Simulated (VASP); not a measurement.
# TiO2 (P1) in VASP: notebook

Runs on TiO2. Level: PBE. Tasks: single point.

Program: VASP 6.6.1. These are calculated values, not measurements. Logs are shortened: lines on timing, memory, paths and dates and some standing lists are left out, and cuts for length are marked.

**1. The cell of the first run**

The typed cell holds 12 atoms: a = 3.963 Å, b = 3.963 Å, c = 10.074 Å, α = 90.00°, β = 90.00°, γ = 90.00°.

**2. Single point, PBE**

File INCAR:

```
ALGO     = Normal         # electronic algorithm
EDIFF    = 1E-6           # SCF threshold, eV
ENCUT    = 520            # plane-wave cutoff, eV
GGA      = PE             # functional
ISIF     = 2              # what is computed and relaxed
ISMEAR   = -1             # smearing method
LASPH    = True           # aspherical terms in the spheres
LCHARG   = True           # write CHGCAR
LELF     = True           # ELF
LREAL    = False          # projectors in reciprocal space
LVHAR    = True         
LWAVE    = False          # write WAVECAR
NBANDS   = 60             # bands
NELM     = 60             # most SCF steps
PREC     = Accurate       # precision mode
SIGMA    = 0.36           # smearing width, eV
```

File KPOINTS:

```
k-points
0
Gamma
  3 3 2
```

File POSCAR:

```
TiO2
1.0
    3.9629270000      0.0000000000      0.0000000000
    0.0000000000      3.9629270000      0.0000000000
    0.0000000000      0.0000000000     10.0735580000
Ti O
4 8
Direct
   -0.0636650637     -0.0337881571     -0.0007941583
   -0.0024224519      0.4848436522      0.2472611961
    0.5043494367      0.5427049249      0.4782322194
    0.5291795685      0.0408536418      0.7652311130
    0.0635893621      0.4401544616      0.4574947600
    0.0840287999     -0.0169823971      0.1938341944
   -0.0199852281      0.4821183938      0.0563554605
   -0.0162758486     -0.0832970176      0.7937513240
    0.4854492652      0.0045420973      0.9555710108
    0.4307674605      0.4995802345      0.7455856213
    0.5629424917     -0.0557668612      0.5400574454
    0.5258739311      0.3870876249      0.2932032555
```

Potentials or basis: VASP PAW PBE potentials, release 64 (Ti_sv, O).

Started as:

```bash
> cat potpaw_PBE.64/Ti_sv/POTCAR potpaw_PBE.64/O/POTCAR > POTCAR
> mpirun -np 1 vasp_std > vasp.out
```

OUTCAR:

```text
EDIFF = 1E-6
   ENCUT = 520
   GGA = PE
   ISIF = 2
   ISMEAR = -1
   LASPH = True
   LREAL = False
   NELM = 60
   PREC = Accurate

 ion  position               nearest neighbor table
   1  0.936  0.966  0.999-   9 1.85   7 2.01   6 2.05   8 2.09   7 2.13   9 2.23   4 2.87
   2  0.998  0.485  0.247-   7 1.92  12 1.96   6 2.07   6 2.09   5 2.14  12 2.18
   3  0.504  0.543  0.478-  11 1.72   5 1.81  12 1.97   5 2.26
   4  0.529  0.041  0.765-  10 1.87   8 1.89   9 1.93  10 2.19   8 2.24  11 2.30   1 2.87
   5  0.064  0.440  0.457-   3 1.81   2 2.14   3 2.26
   6  0.084  0.983  0.194-   1 2.05   2 2.07   2 2.09
   7  0.980  0.482  0.056-   2 1.92   1 2.01   1 2.13
   8  0.984  0.917  0.794-   4 1.89   1 2.09   4 2.24
   9  0.485  0.005  0.956-   1 1.85   4 1.93   1 2.23
  10  0.431  0.500  0.746-   4 1.87   4 2.19
  11  0.563  0.944  0.540-   3 1.72   4 2.30
  12  0.526  0.387  0.293-   2 1.96   3 1.97   2 2.18

  LATTYP: Found a simple tetragonal cell.
 ALAT       =     3.9629270000
 C/A-ratio  =     2.5419489181

  Lattice vectors:

 A1 = (   3.9629270000,   0.0000000000,   0.0000000000)
 A2 = (   0.0000000000,   3.9629270000,   0.0000000000)
 A3 = (   0.0000000000,   0.0000000000,  10.0735580000)

Analysis of symmetry for initial positions (statically):
=====================================================================
 Subroutine PRICEL returns:
 Original cell was already a primitive cell.

 Routine SETGRP: Setting up the symmetry group for a
 simple tetragonal supercell.

 Subroutine GETGRP returns: Found  1 space group operations
 (whereof  1 operations were pure point group operations)
 out of a pool of 16 trial point group operations.

The static configuration has the point symmetry C_1 .

Analysis of symmetry for dynamics (positions and initial velocities):
=====================================================================
 Subroutine PRICEL returns:
 Original cell was already a primitive cell.

 Routine SETGRP: Setting up the symmetry group for a
 simple tetragonal supercell.

 Subroutine GETGRP returns: Found  1 space group operations
 (whereof  1 operations were pure point group operations)
 out of a pool of 16 trial point group operations.

The dynamic configuration has the point symmetry C_1 .

 Subroutine INISYM returns: Found  1 space group operations
 (whereof  1 operations are pure point group operations),
 and found     1 'primitive' translations

----------------------------------------------------------------------------------------

                                     Primitive cell

  volume of cell :     158.2031

  direct lattice vectors                    reciprocal lattice vectors
     3.962927000  0.000000000  0.000000000     0.252338739  0.000000000  0.000000000
     0.000000000  3.962927000  0.000000000     0.000000000  0.252338739  0.000000000
     0.000000000  0.000000000 10.073558000     0.000000000  0.000000000  0.099269791

  length of vectors
     3.962927000  3.962927000 10.073558000     0.252338739  0.252338739  0.099269791

  position of ions in fractional coordinates (direct lattice)
     0.936334936  0.966211843  0.999205842
     0.997577548  0.484843652  0.247261196
     0.504349437  0.542704925  0.478232219
     0.529179568  0.040853642  0.765231113
     0.063589362  0.440154462  0.457494760
     0.084028800  0.983017603  0.193834194
     0.980014772  0.482118394  0.056355461
     0.983724151  0.916702982  0.793751324
     0.485449265  0.004542097  0.955571011
     0.430767461  0.499580235  0.745585621
     0.562942492  0.944233139  0.540057445
     0.525873931  0.387087625  0.293203256

  ion indices of the primitive-cell ions
   primitive index   ion index
                 1           1
                 2           2
                 3           3
                 4           4
                 5           5
                 6           6
                 7           7
                 8           8
                 9           9
                10          10
                11          11
                12          12

----------------------------------------------------------------------------------------

 KPOINTS: k-points

Automatic generation of k-mesh.
 Grid dimensions read from file:
 generate k-points for:    3    3    2

 Generating k-lattice:

  Cartesian coordinates                     Fractional coordinates (reciprocal lattice)
     0.084112913  0.000000000  0.000000000     0.333333333  0.000000000  0.000000000
     0.000000000  0.084112913  0.000000000     0.000000000  0.333333333  0.000000000
     0.000000000  0.000000000  0.049634896     0.000000000  0.000000000  0.500000000

  Length of vectors
     0.084112913  0.084112913  0.049634896

  Shift w.r.t. Gamma in fractional coordinates (k-lattice)
     0.000000000  0.000000000  0.000000000

 Subroutine IBZKPT returns following result:
 ===========================================

 Found     10 irreducible k-points:

 Following reciprocal coordinates:
            Coordinates               Weight
  0.000000  0.000000  0.000000      1.000000
  0.333333  0.000000  0.000000      2.000000
  0.000000  0.333333  0.000000      2.000000
  0.333333  0.333333  0.000000      2.000000
 -0.333333  0.333333  0.000000      2.000000
  0.000000  0.000000  0.500000      1.000000
  0.333333  0.000000  0.500000      2.000000
  0.000000  0.333333  0.500000      2.000000
  0.333333  0.333333  0.500000      2.000000
 -0.333333  0.333333  0.500000      2.000000
   k-points           NKPTS =     10   k-points in BZ     NKDIM =     10   number of bands    NBANDS=     60
   number of dos      NEDOS =    301   number of ions     NIONS =     12
   total plane-waves  NPLWV =  72000
   dimension x,y,z NGX =    30 NGY =   30 NGZ =   80
   dimension x,y,z NGXF=    60 NGYF=   60 NGZF=  160
   ions per type =               4   8
   NGX,Y,Z   is equivalent  to a cutoff of  12.59, 12.59, 13.20 a.u.
   NGXF,Y,Z  is equivalent  to a cutoff of  25.17, 25.17, 26.41 a.u.
 SYSTEM =  unknown system
   PREC   = accura    normal or accurate (medium, high low for compatibility)
   ISTART =      0    job   : 0-new  1-cont  2-samecut
   ICHARG =      2    charge: 1-file 2-atom 10-const
   ISPIN  =      1    spin polarized calculation?
   LNONCOLLINEAR =      F non collinear calculations
   LSORBIT =      F    spin-orbit coupling
   LASPH  =      T    aspherical Exc in radial PAW
   ENCUT  =  520.0 eV  38.22 Ry    6.18 a.u.   7.37  7.37 18.73*2*pi/ulx,y,z
   NELM   =     60;   NELMIN=  2; NELMDL= -5     # of ELM steps
   EDIFF  = 0.1E-05   stopping-criterion for ELM
   LREAL  =      F    real-space projection
   EDIFFG = 0.1E-04   stopping-criterion for IOM
   NSW    =      0    number of steps for IOM
   IBRION =     -1    ionic relax: 0-MD 1-quasi-New 2-CG
   NFREE  =      0    steps in history (QN), initial steepest desc. (CG)
   ISIF   =      2    stress and relaxation
   ISYM   =      2    0-nonsym 1-usesym 2-fastsym
   POTIM  = 0.5000    time-step for ionic-motion
   TEBEG  =    0.0;   TEEND  =   0.0 temperature during run
   PSTRESS=    0.0 pullay stress
   NELECT =      96.0000    total number of electrons
   NUPDOWN=      -1.0000    fix difference up-down
   EMIN   =  10.00;   EMAX   =-10.00  energy-range for DOS
   EFERMI =   0.00;   METHOD = LEGACY
   ISMEAR =    -1;   SIGMA  =   0.36  broadening in eV -4-tet -1-fermi 0-gaus
   EFERMI_NEDOS =   21; number of points for ismear=-14 and -15
   IALGO  =     38    algorithm
   IMIX   =      4    mixing-type and parameters
     AMIX     =   0.40;   BMIX     =  1.00
     AMIX_MAG =   1.60;   BMIX_MAG =  1.00
  volume/ion in A,a.u.               =      13.18        88.97
  Fermi-wavevector in a.u.,A,eV,Ry     =   1.385990  2.619142 26.136376  1.920969
  Thomas-Fermi vector in A             =   2.510348
   LORBIT       =      0    0 simple, 1 ext, 2 COOP (PROOUT), +10 PAW based schemes
   GGA     = PE    functional components
   LHFCALC =     F    Hartree Fock is set to
   AEXX    =    0.0000 exact exchange contribution
   IVDW    =     0    specifies the selected vdW correction
   LEPSILON=     F    determine dielectric tensor
   LRPA    =     F    only Hartree local field effects (RPA)
 non-spin polarized calculation
  energy-cutoff  :      520.00
  volume of cell :      158.20
 maximum number of plane-waves:      4326
 NGX is ok and might be reduce to    30
   NGX = 15   NGY = 15   NGZ = 37

 number of electron      95.9999991 magnetization

 Free energy of the ion-electron system (eV)
  ---------------------------------------------------
  ext. energy  EPLUGINS =         0.00000000
  ---------------------------------------------------
  free energy    TOTEN  =      -104.48450293 eV

  energy without entropy =     -103.86000175  energy(sigma->0) =     -104.17225234

 E-fermi :   3.3322     XC(G=0):  -9.9844

 val. band max:        2.4200927213   @ k =  -0.3333   0.3333   0.0000
 cond. band min:       4.1815049946   @ k =   0.0000   0.0000   0.0000
 fundamental gap:      1.7614122733
 Fermi energy:         3.3321658698

 k-point     1 :       0.0000    0.0000    0.0000
  band No.  band energies     occupation
      1     -54.6717      2.00000
      2     -54.6375      2.00000
      3     -54.0945      2.00000
      4     -54.0106      2.00000
      5     -30.9729      2.00000
      6     -30.8995      2.00000
[... 52 lines left out ...]
     59       6.2996      0.00053
     60       6.5003      0.00030

 k-point     2 :       0.3333    0.0000    0.0000
  band No.  band energies     occupation
      1     -54.6708      2.00000
      2     -54.6366      2.00000
      3     -54.0939      2.00000
      4     -54.0099      2.00000
      5     -30.9778      2.00000
      6     -30.9364      2.00000
[... 493 lines left out ...]
     59       6.2259      0.00065
     60       6.3337      0.00048

 k-point    10 :      -0.3333    0.3333    0.5000
  band No.  band energies     occupation
      1     -54.6687      2.00000
      2     -54.6372      2.00000
      3     -54.0930      2.00000
      4     -54.0092      2.00000
      5     -30.9776      2.00000
      6     -30.9465      2.00000
[... 52 lines left out ...]
     59       6.2586      0.00059
     60       6.4440      0.00035

------------------------ aborting loop because EDIFF is reached ----------------------------------------

  FORCE on cell =-STRESS in cart. coord.  units (eV):
  Direction    XX          YY          ZZ          XY          YZ          ZX
  --------------------------------------------------------------------------------------
  -------------------------------------------------------------------------------------
  Total       -8.3083404    -15.4953746     -9.5342303      0.9603042      0.3257902     -0.1977451
  in kB      -84.1414179   -156.9269837    -96.5564269      9.7253305      3.2993896     -2.0026322
  external PRESSURE =    -112.5416095 kB  Pullay stress =       0.0000000 kB

 VOLUME and BASIS-vectors are now :
 -----------------------------------------------------------------------------
  energy-cutoff  :      520.00
  volume of cell :      158.20
      direct lattice vectors                 reciprocal lattice vectors
     3.962927000  0.000000000  0.000000000     0.252338739  0.000000000  0.000000000
     0.000000000  3.962927000  0.000000000     0.000000000  0.252338739  0.000000000
     0.000000000  0.000000000 10.073558000     0.000000000  0.000000000  0.099269791

 POSITION                                       TOTAL-FORCE (eV/Angst)
 -----------------------------------------------------------------------------------
      3.71063      3.82903     10.06556         1.398303     -0.304456      0.325002
      3.95333      1.92140      2.49080         0.741408     -1.030039     -0.535364
      1.99870      2.15070      4.81750         0.763084     -2.725623      1.254875
      2.09710      0.16190      7.70860        -1.214362     -0.290952     -1.251276
      0.25200      1.74430      4.60860        -1.771121      1.052565     -0.857212
      0.33300      3.89563      1.95260        -1.363854     -0.892596      0.521185
      3.88373      1.91060      0.56770        -0.639584      0.155078     -0.769186
      3.89843      3.63283      7.99590        -0.593194      1.655421      1.408975
      1.92380      0.01800      9.62600         0.244984      0.043973      0.465983
      1.70710      1.97980      7.51070         1.405270     -1.738393     -0.951827
      2.23090      3.74193      5.44030        -0.256915      1.863433      0.647837
      2.08400      1.53400      2.95360         1.285980      2.211590     -0.258992
 -----------------------------------------------------------------------------------
    total drift:                               -0.000175     -0.000362     -0.000713

  FREE ENERGIE OF THE ION-ELECTRON SYSTEM (eV)
  ---------------------------------------------------
  free  energy   TOTEN  =      -104.4845029281 eV

  energy  without entropy=     -103.8600017497  energy(sigma->0) =     -104.17225234
```

Run time: 2.8 min. Hardware: 1 thread of Intel Xeon 8259CL, shared host; peak memory 0.28 GiB.

What came out:

| Quantity | Value |
| --- | --- |
| Free energy | -104.4845 eV |
| Pressure | -11.3 GPa |
| Largest force | 3.096 eV/Å |
| Band gap on the k mesh | 1.76 eV (least direct gap 2.17 eV) |

Forces in eV/Å, atoms in the order of the input:
```
Ti   1.398 -0.304  0.325
Ti   0.741 -1.030 -0.535
Ti   0.763 -2.726  1.255
Ti  -1.214 -0.291 -1.251
O   -1.771  1.053 -0.857
O   -1.364 -0.893  0.521
O   -0.640  0.155 -0.769
O   -0.593  1.655  1.409
O    0.245  0.044  0.466
O    1.405 -1.738 -0.952
O   -0.257  1.863  0.648
O    1.286  2.212 -0.259
```

Stress tensor (GPa, compression positive):
```
 -8.41   0.97  -0.20
  0.97 -15.69   0.33
 -0.20   0.33  -9.66
```

Caveat: the k points lie up to 0.53 Å⁻¹ apart; so wide a smearing shifts energies and pressures; forces of over 1 eV/Å act on the atoms, so gaps and moduli don't describe the material at rest. A k mesh can miss the band edges.

**3. Single point, PBE**

File INCAR:

```
SYSTEM = TiO2
ALGO     = Normal         ! electronic algorithm
EDIFF    = 1E-6           ! SCF threshold, eV
ENCUT    = 520            ! plane-wave cutoff, eV
GGA      = PE             ! functional
ISIF     = 2              ! what is computed and relaxed
ISMEAR   = -1             ! smearing method
LASPH    = .True.         ! aspherical terms in the spheres
LCHARG   = .True.         ! write CHGCAR
LELF     = .True.         ! ELF
LREAL    = .False.        ! projectors in reciprocal space
LVHAR    = .True.       
LWAVE    = .False.        ! write WAVECAR
NBANDS   = 60             ! bands
NELM     = 60             ! most SCF steps
PREC     = Accurate       ! precision mode
SIGMA    = 0.36           ! smearing width, eV
```

File KPOINTS:

```
k-points
0
Gamma
  3 3 2
  0 0 0
```

File POSCAR:

```
TiO2
1.0
    3.9629270000      0.0000000000      0.0000000000
    0.0000000000      3.9629270000      0.0000000000
    0.0000000000      0.0000000000     10.0735580000
Ti O
4 8
Direct
   -0.1053766572     -0.0588201599      0.0166177631
    0.0711090565      0.4977633956      0.2471023644
    0.4976876940      0.5134336313      0.4702310743
    0.5217608096      0.0186730666      0.7605356519
    0.0817072835      0.4580705120      0.4658433495
    0.2148159681     -0.0495845621      0.2050318269
   -0.1038121570      0.4682145293      0.0635425934
   -0.0649267574     -0.0418629967      0.8029933416
    0.4708893199      0.0119103885      0.9764176669
    0.4542601971      0.5544891440      0.7533683729
    0.6025344398      0.1298787487      0.5438197705
    0.5911791966      0.5197168658      0.2896593239
```

Potentials or basis: VASP PAW PBE potentials, release 64 (Ti_sv, O).

Started as:

```bash
> cat potpaw_PBE.64/Ti_sv/POTCAR potpaw_PBE.64/O/POTCAR > POTCAR
> mpirun -np 1 vasp_std > vasp.out
```

It took 3.5 min on 1 thread of Intel Xeon 8259CL, shared host; peak memory 0.28 GiB.

The run converged. Its results:

```yaml
Free_energy: -102.8821 eV
Pressure: -5.0 GPa
Largest_force: 5.235 eV/Å
Band_gap_on_the_k_mesh: 1.70 eV (least direct gap 1.76 eV)
```

Forces on the atoms (eV/Å):
```
Ti   1.231  0.509 -1.161
Ti   0.469  0.484 -1.355
Ti   4.110  1.558  2.844
Ti  -1.915 -0.151 -0.572
O   -2.981  1.046 -2.181
O   -3.169  0.053  0.252
O    1.080  0.185  0.518
O    2.486  0.745  1.816
O   -0.706 -0.281 -0.887
O   -0.145 -0.149 -0.983
O   -0.585 -3.261  1.451
O    0.126 -0.740  0.259
```

Stress tensor (GPa, compression positive):
```
  5.76  -1.03   1.87
 -1.03 -14.11   0.87
  1.87   0.87  -6.62
```

Levels at points of the mesh, in eV from the valence-band top:
```
           k point  band 46  band 47  band 48  band 49  band 50  band 51
(0.00, 0.00, 0.00)    -1.11    -0.61    -0.47     1.76     2.10     2.46
(0.00, 0.00, 0.50)    -1.13    -0.63    -0.47     1.76     2.08     2.43
```

Caveat: the k points lie up to 0.53 Å⁻¹ apart; so wide a smearing shifts energies and pressures; forces of over 1 eV/Å act on the atoms, so gaps and moduli don't describe the material at rest. A k mesh can miss the band edges.

**4. Single point, PBE**

File INCAR:

```
PREC = Accurate ; ENCUT = 520
EDIFF = 1E-6 ; ISMEAR = -1
SIGMA = 0.36 ; LREAL = False
LASPH = True ; NELM = 80
ALGO = Normal ; ISIF = 2
LWAVE = False ; LCHARG = False
GGA = PE ; NBANDS = 60
```

File KPOINTS:

```
Automatic mesh
0
Gamma
  3 3 2
```

File POSCAR:

```
TiO2
1.0
    3.9629270000      0.0000000000      0.0000000000
    0.0000000000      3.9629270000      0.0000000000
    0.0000000000      0.0000000000     10.0735580000
Ti O
4 8
Direct
   -0.0881419214     -0.0468845376      0.0101354457
    0.1222328849      0.5348319563      0.2321920418
    0.5744491382      0.5295833105      0.5083308202
    0.4246356292      0.0401218594      0.7680106671
    0.1041401974      0.5810856470      0.4283590763
    0.0792595978      0.0061318313      0.2261862194
   -0.0733801052      0.5055354287      0.0381692347
   -0.0493574573      0.0967971401      0.8384425840
    0.4645808515      0.0498369009      0.9615669062
    0.4626630771      0.5514106114      0.7123302412
    0.6078587872      0.0239469463      0.5442367037
    0.6039475368      0.5831800586      0.2913568374
```

Started as:

```bash
> cat potpaw_PBE.64/Ti_sv/POTCAR potpaw_PBE.64/O/POTCAR > POTCAR
> mpirun -np 1 vasp_std > vasp.out
```

Wall time 3.9 min (1 thread of Intel Xeon 8259CL, shared host); peak memory 0.28 GiB.

The run converged. Its results:

- Free energy: -103.9627 eV
- Pressure: -14.2 GPa
- Largest force: 3.850 eV/Å
- Band gap on the k mesh: 1.42 eV (least direct gap 1.63 eV)

Forces in eV/Å, atoms in the order of the input:
```
Ti   0.457  1.790  1.095
Ti   0.148  0.160  2.988
Ti  -0.502  0.735 -2.161
Ti   0.744  0.423  0.375
O    0.320 -1.303  1.899
O   -0.065  0.695 -2.702
O    0.815  0.122  1.276
O    0.940 -0.944 -3.612
O   -1.198 -1.140  0.273
O   -0.388 -0.165 -0.187
O   -0.428  0.931  0.977
O   -0.842 -1.305 -0.221
```

Stress tensor (GPa, compression positive):
```
-13.17   0.12  -1.24
  0.12 -16.12  -2.90
 -1.24  -2.90 -13.34
```

Levels at points of the mesh, in eV from the valence-band top:
```
           k point  band 44  band 45  band 46  band 47  band 48  band 49  band 50  band 51  band 52  band 53
(0.00, 0.00, 0.00)    -1.05    -0.98    -0.88    -0.31    -0.21     1.42     1.91     2.10     2.33     2.48
(0.00, 0.00, 0.50)    -1.13    -0.99    -0.90    -0.32    -0.21     1.43     1.90     2.10     2.35     2.46
```

Caveat: the k points lie up to 0.53 Å⁻¹ apart; so wide a smearing shifts energies and pressures; forces of over 1 eV/Å act on the atoms, so gaps and moduli don't describe the material at rest.

(Continued in part 2 of 2.)
